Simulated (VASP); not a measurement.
A run of VASP 6.6.1 is set up as follows.

File INCAR:

```
SYSTEM = WC
  PREC = Accurate
  ENCUT = 910
  EDIFF = 1E-6
  ISMEAR = -1
  SIGMA = 0.1
  LREAL = .False.
  LASPH = .True.
  NELM = 120
  ALGO = Normal
  ISIF = 2
  LWAVE = .False.
  LCHARG = .False.
  GGA = B5
  ALDAX = 1.0
  AGGAX = 1.0
  AGGAC = 1.0
  ALDAC = 0.0
  NBANDS = 16
  GGA_COMPAT = .False.
```

Contents of KPOINTS:

```
Automatic mesh
0
Gamma
  10 10 10
  0 0 0
```

POSCAR

```
WC
1.0
    0.0000000000      2.1926840000      2.1926840000
    2.1926840000      0.0000000000      2.1926840000
    2.1926840000      2.1926840000      0.0000000000
W C
1 1
Direct
    0.0000000000      0.0000000000      0.0000000000
    0.5000000000      0.5000000000      0.5000000000
```

Potentials or basis: VASP PAW PBE potentials, release 64 (W_sv, C_h).

Command:

```bash
$ cat potpaw_PBE.64/W_sv/POTCAR potpaw_PBE.64/C_h/POTCAR > POTCAR
$ mpirun -np 1 vasp_std > vasp.out
```

Question: Estimate the band gap on the k mesh.

Answer: Zero (band 9 reaches 14.21 eV, above the bottom of band 10 at 11.11 eV).

Question: Estimate the pressure.

Answer: 13.8 GPa.

Caveat: the cutoff is under 1.25 times the usual one of these potentials, so pressure, stress and relaxed cells hold a basis-set (Pulay) error; the PAW data sets were made with another functional, which shifts forces and pressure a little; spin-orbit coupling is left out, which moves the levels of the heavy elements.
